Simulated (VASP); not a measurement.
# WS2 (R3m) in VASP: a series of runs

WS2 is run at these levels: PBE; tasks: electric field gradients.

Program: VASP 6.6.1. These are calculated values, not measurements. Logs are shortened: lines on timing, memory, paths and dates and some standing lists are left out, and cuts for length are marked.

**1. The cell of the first run**

It takes space group R3m (No. 160, trigonal). The conventional cell has a = 3.063 Å, b = 3.063 Å, c = 18.490 Å, α = 90.00°, β = 90.00°, γ = 120.00°. Within 3.1 Å of W (site symmetry 3m) lie 6 S at 2.35 to 2.37 Å and 6 W at 3.06 Å. S (site symmetry 3m) has 3 W at 2.35 Å and 7 S at 3.06 to 3.13 Å within 3.2 Å. S (site symmetry 3m) has 3 W at 2.37 Å and 7 S at 3.06 to 3.13 Å within 3.2 Å.

**2. Electric field gradients, PBE (equal xx and yy strain of -3 %)**

INCAR

```
PREC     = Accurate       # precision mode
ENCUT    = 520            # plane-wave cutoff, eV
EDIFF    = 1E-8           # SCF threshold, eV
ISMEAR   = -1             # smearing method
SIGMA    = 0.08           # smearing width, eV
LREAL    = False          # projectors in reciprocal space
LASPH    = True           # aspherical terms in the spheres
NELM     = 80             # most SCF steps
ALGO     = Normal         # electronic algorithm
ISIF     = 2              # what is computed and relaxed
LWAVE    = False          # write WAVECAR
LCHARG   = False          # write CHGCAR
GGA      = PE             # functional
LEFG     = True         
NBANDS   = 20             # bands
```

KPOINTS

```
Automatic mesh
0
Gamma
  13 13 13
```

POSCAR

```
WS2
1.0
    1.5316303728      0.8842872080      6.1633300000
   -1.5316303728      0.8842872080      6.1633300000
    0.0000000000     -1.7685744160      6.1633300000
W S
1 2
Direct
    0.0000000000      0.0000000000      0.0000000000
    0.7503000000      0.7503000000      0.7503000000
    0.5810000000      0.5810000000      0.5810000000
```

Potentials or basis: VASP PAW PBE potentials, release 64 (W_sv, S).

The run is started by

```sh
$ cat potpaw_PBE.64/W_sv/POTCAR potpaw_PBE.64/S/POTCAR > POTCAR
$ mpirun -np 1 vasp_std > vasp.out
```

OUTCAR:

```text
PREC = Accurate
   ENCUT = 520
   EDIFF = 1E-8
   ISMEAR = -1
   LREAL = False
   LASPH = True
   NELM = 80
   ISIF = 2
   GGA = PE

 ion  position               nearest neighbor table
   1  0.000  0.000  0.000-   2 2.35   2 2.35   2 2.35   3 2.37   3 2.37   3 2.37
   2  0.750  0.750  0.750-   1 2.35   1 2.35   1 2.35
   3  0.581  0.581  0.581-   1 2.37   1 2.37   1 2.37

  LATTYP: Found a trigonal (rhomboedric) cell.
 ALAT       =     6.4120583399
 COS(alpha) =     0.8858849288

  Lattice vectors:

 A1 = (   1.5316303728,   0.8842872080,   6.1633300000)
 A2 = (  -1.5316303728,   0.8842872080,   6.1633300000)
 A3 = (   0.0000000000,  -1.7685744160,   6.1633300000)

Analysis of symmetry for initial positions (statically):
=====================================================================
 Subroutine PRICEL returns:
 Original cell was already a primitive cell.

 Routine SETGRP: Setting up the symmetry group for a
 trigonal (rhombohedral) supercell.

 Subroutine GETGRP returns: Found  6 space group operations
 (whereof  6 operations were pure point group operations)
 out of a pool of 12 trial point group operations.

The static configuration has the point symmetry C_3v.

Analysis of symmetry for dynamics (positions and initial velocities):
=====================================================================
 Subroutine PRICEL returns:
 Original cell was already a primitive cell.

 Routine SETGRP: Setting up the symmetry group for a
 trigonal (rhombohedral) supercell.

 Subroutine GETGRP returns: Found  6 space group operations
 (whereof  6 operations were pure point group operations)
 out of a pool of 12 trial point group operations.

The dynamic configuration has the point symmetry C_3v.

 Subroutine INISYM returns: Found  6 space group operations
 (whereof  6 operations are pure point group operations),
 and found     1 'primitive' translations

----------------------------------------------------------------------------------------

                                     Primitive cell

  volume of cell :      50.0857

  direct lattice vectors                    reciprocal lattice vectors
     1.531630373  0.884287208  6.163330000     0.326449520  0.188475718  0.054083318
    -1.531630373  0.884287208  6.163330000    -0.326449520  0.188475718  0.054083318
     0.000000000 -1.768574416  6.163330000     0.000000000 -0.376951436  0.054083318

  length of vectors
     6.412058340  6.412058340  6.412058340     0.380811490  0.380811490  0.380811490

  position of ions in fractional coordinates (direct lattice)
     0.000000000  0.000000000  0.000000000
     0.750300000  0.750300000  0.750300000
     0.581000000  0.581000000  0.581000000

  ion indices of the primitive-cell ions
   primitive index   ion index
                 1           1
                 2           2
                 3           3

----------------------------------------------------------------------------------------

 KPOINTS: Automatic mesh

Automatic generation of k-mesh.
 Grid dimensions read from file:
 generate k-points for:   13   13   13

 Generating k-lattice:

  Cartesian coordinates                     Fractional coordinates (reciprocal lattice)
     0.025111502  0.014498132  0.004160255     0.076923077  0.000000000 -0.000000000
    -0.025111502  0.014498132  0.004160255     0.000000000  0.076923077 -0.000000000
     0.000000000 -0.028996264  0.004160255    -0.000000000 -0.000000000  0.076923077

  Length of vectors
     0.029293192  0.029293192  0.029293192

  Shift w.r.t. Gamma in fractional coordinates (k-lattice)
     0.000000000  0.000000000  0.000000000

 Subroutine IBZKPT returns following result:
 ===========================================

 Found    231 irreducible k-points:

 Following reciprocal coordinates:
            Coordinates               Weight
  0.000000  0.000000  0.000000      1.000000
  0.076923 -0.000000  0.000000      6.000000
  0.153846  0.000000  0.000000      6.000000
  0.230769 -0.000000 -0.000000      6.000000
  0.307692  0.000000  0.000000      6.000000
  0.384615 -0.000000  0.000000      6.000000
[... 16 lines left out ...]
  0.384615  0.153846  0.000000     12.000000
  0.461538  0.153846  0.000000     12.000000
 [... further k-points ...]
   k-points           NKPTS =    231   k-points in BZ     NKDIM =    231   number of bands    NBANDS=     20
   number of dos      NEDOS =    301   number of ions     NIONS =      3
   total plane-waves  NPLWV = 110592
   dimension x,y,z NGX =    48 NGY =   48 NGZ =   48
   dimension x,y,z NGXF=    96 NGYF=   96 NGZF=   96
   ions per type =               1   2
   NGX,Y,Z   is equivalent  to a cutoff of  12.44, 12.44, 12.44 a.u.
   NGXF,Y,Z  is equivalent  to a cutoff of  24.89, 24.89, 24.89 a.u.
 SYSTEM =  unknown system
   PREC   = accura    normal or accurate (medium, high low for compatibility)
   ISTART =      0    job   : 0-new  1-cont  2-samecut
   ICHARG =      2    charge: 1-file 2-atom 10-const
   ISPIN  =      1    spin polarized calculation?
   LNONCOLLINEAR =      F non collinear calculations
   LSORBIT =      F    spin-orbit coupling
   LASPH  =      T    aspherical Exc in radial PAW
   ENCUT  =  520.0 eV  38.22 Ry    6.18 a.u.  11.92 11.92 11.92*2*pi/ulx,y,z
   NELM   =     80;   NELMIN=  2; NELMDL= -5     # of ELM steps
   EDIFF  = 0.1E-07   stopping-criterion for ELM
   LREAL  =      F    real-space projection
   EDIFFG = 0.1E-06   stopping-criterion for IOM
   NSW    =      0    number of steps for IOM
   IBRION =     -1    ionic relax: 0-MD 1-quasi-New 2-CG
   NFREE  =      0    steps in history (QN), initial steepest desc. (CG)
   ISIF   =      2    stress and relaxation
   ISYM   =      2    0-nonsym 1-usesym 2-fastsym
   POTIM  = 0.5000    time-step for ionic-motion
   TEBEG  =    0.0;   TEEND  =   0.0 temperature during run
   PSTRESS=    0.0 pullay stress
   NELECT =      26.0000    total number of electrons
   NUPDOWN=      -1.0000    fix difference up-down
   EMIN   =  10.00;   EMAX   =-10.00  energy-range for DOS
   EFERMI =   0.00;   METHOD = LEGACY
   ISMEAR =    -1;   SIGMA  =   0.08  broadening in eV -4-tet -1-fermi 0-gaus
   EFERMI_NEDOS =   21; number of points for ismear=-14 and -15
   IALGO  =     38    algorithm
   IMIX   =      4    mixing-type and parameters
     AMIX     =   0.40;   BMIX     =  1.00
     AMIX_MAG =   1.60;   BMIX_MAG =  1.00
  volume/ion in A,a.u.               =      16.70       112.67
  Fermi-wavevector in a.u.,A,eV,Ry     =   1.315713  2.486338 23.553068  1.731102
  Thomas-Fermi vector in A             =   2.445877
   LORBIT       =      0    0 simple, 1 ext, 2 COOP (PROOUT), +10 PAW based schemes
   GGA     = PE    functional components
   LHFCALC =     F    Hartree Fock is set to
   AEXX    =    0.0000 exact exchange contribution
   IVDW    =     0    specifies the selected vdW correction
   LEPSILON=     F    determine dielectric tensor
   LRPA    =     F    only Hartree local field effects (RPA)
 non-spin polarized calculation
  energy-cutoff  :      520.00
  volume of cell :       50.09
 maximum number of plane-waves:      1379
   NGX = 23   NGY = 23   NGZ = 23

 number of electron      26.0000001 magnetization

 Free energy of the ion-electron system (eV)
  ---------------------------------------------------
  ext. energy  EPLUGINS =         0.00000000
  ---------------------------------------------------
  free energy    TOTEN  =       -23.39273538 eV

  energy without entropy =      -23.39271962  energy(sigma->0) =      -23.39272750

 E-fermi :   8.5855     XC(G=0): -11.2420

 val. band max:        8.0881226444   @ k =   0.4615   0.4615   0.4615
 cond. band min:       9.2369689890   @ k =  -0.1538   0.1538   0.0000
 fundamental gap:      1.1488463447
 Fermi energy:         8.5854988157

 k-point     1 :       0.0000    0.0000    0.0000
  band No.  band energies     occupation
      1     -66.2345      2.00000
      2     -30.5946      2.00000
      3     -30.3028      2.00000
      4     -30.3028      2.00000
      5      -7.8499      2.00000
      6      -5.7503      2.00000
[... 12 lines left out ...]
     19      16.5210      0.00000
     20      16.8231      0.00000

 k-point     2 :       0.0769   -0.0000    0.0000
  band No.  band energies     occupation
      1     -66.2327      2.00000
      2     -30.5891      2.00000
      3     -30.3327      2.00000
      4     -30.3096      2.00000
      5      -7.7344      2.00000
      6      -5.7160      2.00000
[... 12 lines left out ...]
     19      16.8093      0.00000
     20      16.9960      0.00000

 k-point     3 :       0.1538    0.0000    0.0000
  band No.  band energies     occupation
      1     -66.2281      2.00000
      2     -30.5738      2.00000
      3     -30.4145      2.00000
      4     -30.3284      2.00000
      5      -7.4019      2.00000
      6      -5.6170      2.00000
[... 12 lines left out ...]
     19      16.8137      0.00000
     20      17.6010      0.00000

 k-point     4 :       0.2308   -0.0000   -0.0000
  band No.  band energies     occupation
      1     -66.2215      2.00000
      2     -30.5523      2.00000
      3     -30.5280      2.00000
      4     -30.3548      2.00000
      5      -6.8936      2.00000
      6      -5.4660      2.00000
[... 429 lines left out ...]
 k-point    23 :       0.3846    0.1538    0.0000
  band No.  band energies     occupation
      1     -66.2120      2.00000
      2     -30.6549      2.00000
      3     -30.5206      2.00000
      4     -30.4291      2.00000
      5      -6.0108      2.00000
      6      -5.2412      2.00000
[... 12 lines left out ...]
     19      16.5225      0.00000
     20      17.0107      0.00000

 k-point    24 :       0.4615    0.1538    0.0000
  band No.  band energies     occupation
      1     -66.2069      2.00000
      2     -30.7249      2.00000
      3     -30.5036      2.00000
      4     -30.4654      2.00000
      5      -5.4664      2.00000
      6      -5.0637      2.00000
[... 12 lines left out ...]
     19      16.1843      0.00000
     20      16.8889      0.00000

 [... further k-points ...]

------------------------ aborting loop because EDIFF is reached ----------------------------------------

  FORCE on cell =-STRESS in cart. coord.  units (eV):
  Direction    XX          YY          ZZ          XY          YZ          ZX
  --------------------------------------------------------------------------------------
  -------------------------------------------------------------------------------------
  Total        5.6209860      5.6209860      4.1693174      0.0000000      0.0000000      0.0000000
  in kB      179.8080378    179.8080378    133.3710455      0.0000000      0.0000000      0.0000000
  external PRESSURE =     164.3290404 kB  Pullay stress =       0.0000000 kB

 VOLUME and BASIS-vectors are now :
 -----------------------------------------------------------------------------
  energy-cutoff  :      520.00
  volume of cell :       50.09
      direct lattice vectors                 reciprocal lattice vectors
     1.531630373  0.884287208  6.163330000     0.326449520  0.188475718  0.054083318
    -1.531630373  0.884287208  6.163330000    -0.326449520  0.188475718  0.054083318
     0.000000000 -1.768574416  6.163330000     0.000000000 -0.376951436  0.054083318

 POSITION                                       TOTAL-FORCE (eV/Angst)
 -----------------------------------------------------------------------------------
      0.00000      0.00000      0.00000         0.000000      0.000000     -0.702910
      0.00000      0.00000     13.87304         0.000000      0.000000      1.328827
      0.00000      0.00000     10.74268         0.000000      0.000000     -0.625917
 -----------------------------------------------------------------------------------
    total drift:                                0.000000      0.000000      0.000047

  FREE ENERGIE OF THE ION-ELECTRON SYSTEM (eV)
  ---------------------------------------------------
  free  energy   TOTEN  =       -23.3927353836 eV

  energy  without entropy=      -23.3927196232  energy(sigma->0) =      -23.39272750

 Electric field gradients (V/A^2)
---------------------------------------------------------------------
 ion       V_xx      V_yy      V_zz      V_xy      V_xz      V_yz
---------------------------------------------------------------------
   1      74.074    74.074  -148.147     0.000     0.000    -0.000
   2      23.567    23.567   -47.133    -0.000    -0.000    -0.000
   3      19.481    19.481   -38.962    -0.000     0.000     0.000
---------------------------------------------------------------------

 Electric field gradients after diagonalization (V/A^2)
 (convention: |V_zz| > |V_xx| > |V_yy|)
----------------------------------------------------------------------
 ion       V_xx      V_yy      V_zz     asymmetry (V_yy - V_xx)/ V_zz
----------------------------------------------------------------------
   1      74.074    74.074  -148.147       0.000
   2      23.567    23.567   -47.133       0.000
   3      19.481    19.481   -38.962       0.000
----------------------------------------------------------------------

           NMR quadrupolar parameters

 Cq : quadrupolar parameter    Cq=e*Q*V_zz/h
 eta: asymmetry parameters     (V_yy - V_xx)/ V_zz
 Q  : nuclear electric quadrupole moment in mb (millibarn)
----------------------------------------------------------------------
 ion       Cq(MHz)       eta       Q (mb)
----------------------------------------------------------------------
   1      -0.358       0.000       1.000
   2      -0.114       0.000       1.000
   3      -0.094       0.000       1.000
----------------------------------------------------------------------
```

Wall time 23 min (1 thread of Intel Xeon 8259CL, shared host); peak memory 0.48 GiB.

What came out:

```
Free energy                             : -23.3927 eV
Pressure                                : 16.4 GPa
Largest force                           : 1.329 eV/Å
Band gap on the k mesh                  : 1.15 eV (least direct gap 2.48 eV)
Largest electric field gradient by atom : W -148.1; S -47.1, -39.0 V/Å²
```

Forces on the atoms (eV/Å):
```
W    0.000  0.000 -0.703
S    0.000  0.000  1.329
S    0.000  0.000 -0.626
```

Levels at points of the mesh, in eV from the valence-band top:
| k point | band 10 | band 11 | band 12 | band 13 | band 14 | band 15 | band 16 | band 17 |
| --- | --- | --- | --- | --- | --- | --- | --- | --- |
| (0.00, 0.00, 0.00) | -2.00 | -2.00 | -1.69 | -1.38 | 2.62 | 2.62 | 2.95 | 2.95 |

Electric field gradients, principal values (V/Å²):
| atom | least | middle | greatest (by size) |
| --- | --- | --- | --- |
| 1 W | 74.074 | 74.074 | -148.147 |
| 2 S | 23.567 | 23.567 | -47.133 |
| 3 S | 19.481 | 19.481 | -38.962 |

Caveat: the cell differs from its parent crystal (equal xx and yy strain of -3 %); the cell stands under pressure; without QUAD_EFG the Cq values of the log hold for a quadrupole moment of 1 mb, not for the nuclei; spin-orbit coupling is left out, which moves the levels of the heavy elements; an odd mesh through Γ misses points on the zone boundary, where band edges can lie; forces of over 1 eV/Å act on the atoms, so gaps and moduli don't describe the material at rest.

(Continued in part 2 of 2.)
